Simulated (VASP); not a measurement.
# Ti (P6_3/mmc) in VASP: notebook, part 2 of 2

VASP 6.6.1. The steps go on from the part before.

**5. Single point, PBE (strain +0.080 along x and y, +0.040 along z)**

INCAR

```
SYSTEM = Ti
PREC = Accurate
ENCUT = 520
EDIFF = 1E-6
ISMEAR = 0
SIGMA = 0.15
LREAL = .False.
LASPH = .True.
NELM = 60
ALGO = Fast
ISIF = 2
LWAVE = .False.
LCHARG = .True.
GGA = PE
LELF = .True.
LVHAR = .True.
NBANDS = 19
```

KPOINTS

```
Automatic mesh
0
Gamma
  24 24 14
  0 0 0
```

POSCAR

```
Ti
1.0
    3.1735347062      0.0000000000      0.0000000000
   -1.5867673531      2.7483616754      0.0000000000
    0.0000000000      0.0000000000      4.8366593752
Ti
2
Direct
    0.3333333333      0.6666666667      0.2500000000
    0.6666666667      0.3333333333      0.7500000000
```

Run with:

```
$ cat potpaw_PBE.64/Ti_sv/POTCAR > POTCAR
$ mpirun -np 1 vasp_std > vasp.out
```

Run time: 18 min. Hardware: 1 thread of Intel Xeon 8259CL, shared host; peak memory 0.41 GiB.

Results (log left out):

```yaml
Free_energy: -15.2673 eV
Pressure: -15.0 GPa
Band_gap_on_the_k_mesh: zero (bands 12 and 13 overlap by 0.95 eV)
```

Stress tensor (GPa, compression positive):
```
-15.78   0.00   0.00
  0.00 -15.78   0.00
  0.00   0.00 -13.32
```

Levels at points of the mesh, in eV from the Fermi level:
```
           k point  band 8  band 9  band 10  band 11  band 12  band 13  band 14  band 15  band 16  band 17
(0.00, 0.00, 0.00)  -33.22   -5.70    -2.20     0.61     0.61     0.69     0.90     1.03     1.03     1.14
(0.50, 0.00, 0.00)  -33.25   -2.15    -1.68    -1.37    -0.84     0.28     0.57     1.04     2.47     2.69
(0.00, 0.00, 0.50)  -33.25   -4.00    -4.00     0.20     0.20     0.48     0.48     0.48     0.48     2.19
(0.50, 0.00, 0.50)  -33.30   -2.08    -2.08    -0.58    -0.58     0.90     0.90     1.28     1.28     2.61
```

Caveat: the cell differs from its parent crystal (strain +0.080 along x and y, +0.040 along z); the cell stands under tension.

**6. Single point, PBE (strain +0.080 along x and y, +0.080 along z)**

INCAR

```
PREC = Accurate
ENCUT = 520
EDIFF = 1E-7
ISMEAR = 0
SIGMA = 0.15
LREAL = False
LASPH = True
NELM = 100
ALGO = Fast
ISIF = 2
LWAVE = False
LCHARG = True
GGA = PE
LELF = True
LVHAR = True
NBANDS = 19
```

KPOINTS

```
Automatic mesh
0
Gamma
  24 24 14
```

POSCAR: that of step 5 with these lines changed.

```diff
@@ -4,3 +4,3 @@
    -1.5867673531      2.7483616754      0.0000000000
-    0.0000000000      0.0000000000      4.8366593752
+    0.0000000000      0.0000000000      5.0226847358
 Ti
```

Potentials or basis: VASP PAW PBE potentials, release 64 (Ti_sv).

Run with:

```
$ cat potpaw_PBE.64/Ti_sv/POTCAR > POTCAR
$ mpirun -np 1 vasp_std > vasp.out
```

OUTCAR:

```text
PREC = Accurate
   ENCUT = 520
   EDIFF = 1E-7
   ISMEAR = 0
   LREAL = False
   LASPH = True
   NELM = 100
   ISIF = 2
   GGA = PE

 ion  position               nearest neighbor table
   1  0.333  0.667  0.250-
   2  0.667  0.333  0.750-

  LATTYP: Found a hexagonal cell.
 ALAT       =     3.1735347062
 C/A-ratio  =     1.5826783700

  Lattice vectors:

 A1 = (   3.1735347062,   0.0000000000,   0.0000000000)
 A2 = (  -1.5867673531,   2.7483616754,   0.0000000000)
 A3 = (   0.0000000000,   0.0000000000,   5.0226847358)

Analysis of symmetry for initial positions (statically):
=====================================================================
 Subroutine PRICEL returns:
 Original cell was already a primitive cell.

 Routine SETGRP: Setting up the symmetry group for a
 hexagonal supercell.

 Subroutine GETGRP returns: Found 24 space group operations
 (whereof 12 operations were pure point group operations)
 out of a pool of 24 trial point group operations.

The static configuration has the point symmetry D_3d.
[... 161 lines left out ...]
  free energy    TOTEN  =       -15.11334192 eV

  energy without entropy =      -15.08221327  energy(sigma->0) =      -15.09777759

 E-fermi :   6.0917     XC(G=0): -10.4477

 val. band max:        6.0912936995   @ k =   0.4167   0.1667   0.3571
 cond. band min:       6.0928828551   @ k =   0.1250   0.0833   0.1429
 fundamental gap:      0.0015891556
 Fermi energy:         6.0916540108

 k-point     1 :       0.0000    0.0000    0.0000
  band No.  band energies     occupation
      1     -51.1673      2.00000
      2     -51.1159      2.00000
      3     -27.5561      2.00000
      4     -27.2463      2.00000
      5     -27.2463      2.00000
      6     -27.2314      2.00000
[... 505 lines left out ...]
      6     -27.3132      2.00000
[... 11 lines left out ...]
     18       8.7039      0.00000
     19       9.2417      0.00000

 [... further k-points ...]

------------------------ aborting loop because EDIFF is reached ----------------------------------------

  FORCE on cell =-STRESS in cart. coord.  units (eV):
  Direction    XX          YY          ZZ          XY          YZ          ZX
  --------------------------------------------------------------------------------------
  -------------------------------------------------------------------------------------
  Total       -4.5413410     -4.5413410     -4.6124940      0.0000000     -0.0000000     -0.0000000
  in kB     -166.0892942   -166.0892942   -168.6915563      0.0000000     -0.0000000     -0.0000000
  external PRESSURE =    -166.9567149 kB  Pullay stress =       0.0000000 kB

 VOLUME and BASIS-vectors are now :
 -----------------------------------------------------------------------------
  energy-cutoff  :      520.00
  volume of cell :       43.81
      direct lattice vectors                 reciprocal lattice vectors
     3.173534706  0.000000000  0.000000000     0.315106054  0.181926565  0.000000000
    -1.586767353  2.748361675  0.000000000     0.000000000  0.363853131  0.000000000
     0.000000000  0.000000000  5.022684736     0.000000000  0.000000000  0.199096709

 POSITION                                       TOTAL-FORCE (eV/Angst)
 -----------------------------------------------------------------------------------
     -0.00000      1.83224      1.25567         0.000000     -0.000000      0.000000
      1.58677      0.91612      3.76701        -0.000000      0.000000      0.000000
 -----------------------------------------------------------------------------------
    total drift:                               -0.000000      0.000000     -0.000000

  FREE ENERGIE OF THE ION-ELECTRON SYSTEM (eV)
  ---------------------------------------------------
  free  energy   TOTEN  =       -15.1133419218 eV

  energy  without entropy=      -15.0822132660  energy(sigma->0) =      -15.09777759
```

stdout:

```text
POSCAR found type information on POSCAR Ti
 POSCAR found :  1 types and       2 ions
 scaLAPACK will be used
[... 55 lines left out ...]
 num prob  num prob  num prob  num prob  num prob  num prob  num prob  num prob  num prob  num prob  num prob  num prob  num prob RMM:  38    -0.151133382968E+02   -0.80202E-06   -0.95245E-06 22994   0.117E-02    0.233E-03
 num prob  num prob  num prob  num prob  num prob  num prob  num prob  num prob  num prob  num prob  num prob  num prob WARNING in EDDRMM: call to ZHEGV failed, returncode =   8  4     19
 num prob  num prob  num prob  num prob  num prob  num prob  num prob  num prob  num prob  num prob  num prob  num prob  num prob  num prob RMM:  39    -0.151133390926E+02   -0.79581E-06   -0.89780E-06 22387   0.106E-02    0.243E-03
 num prob  num prob  num prob  num prob  num prob  num prob  num prob  num prob  num prob  num prob  num prob  num pr
```

Run time: 30 min. Hardware: 1 thread of Intel Xeon 8259CL, shared host; peak memory 0.43 GiB.

Results:

| Item | Value |
| --- | --- |
| Free energy | -15.1133 eV |
| Pressure | -16.7 GPa |
| Band gap on the k mesh | zero (bands 12 and 13 overlap by 0.96 eV) |

Caveat: the cell differs from its parent crystal (strain +0.080 along x and y, +0.080 along z); the cell stands under tension.

**7. The runs side by side**

| cell | further INCAR settings | gap on the mesh (eV) | pressure (GPa) |
| --- | --- | --- | --- |
| a = 3.056, b = 3.056, c = 4.837 Å, angles 90.0, 90.0, 120.0°, 2 atoms | ALGO = Fast; EDIFF = 1e-06; NBANDS = 19 | none | -10.7 |
| a = 3.174, b = 3.174, c = 4.651 Å, angles 90.0, 90.0, 120.0°, 2 atoms | ALGO = Fast; EDIFF = 1e-07; NBANDS = 19 | none | -12.7 |
| a = 3.056, b = 3.056, c = 5.023 Å, angles 90.0, 90.0, 120.0°, 2 atoms | ALGO = Fast; EDIFF = 1e-07; NBANDS = 19 | none | -13.1 |
| a = 3.174, b = 3.174, c = 4.837 Å, angles 90.0, 90.0, 120.0°, 2 atoms | ALGO = Fast; EDIFF = 1e-06; NBANDS = 19 | none | -15.0 |
| a = 3.174, b = 3.174, c = 5.023 Å, angles 90.0, 90.0, 120.0°, 2 atoms | ALGO = Fast; EDIFF = 1e-07; NBANDS = 19 | none | -16.7 |

Alike in all rows: task single point; level PBE; potentials or basis VASP PAW PBE potentials, release 64 (Ti_sv); no spin polarisation; k mesh 24 × 24 × 14; cutoff (eV) 520; smearing gaussian 0.15 eV.

Caveats: the cell stands under tension.

Total energies depend on the potentials used, so only differences within one code and one set of settings carry meaning.
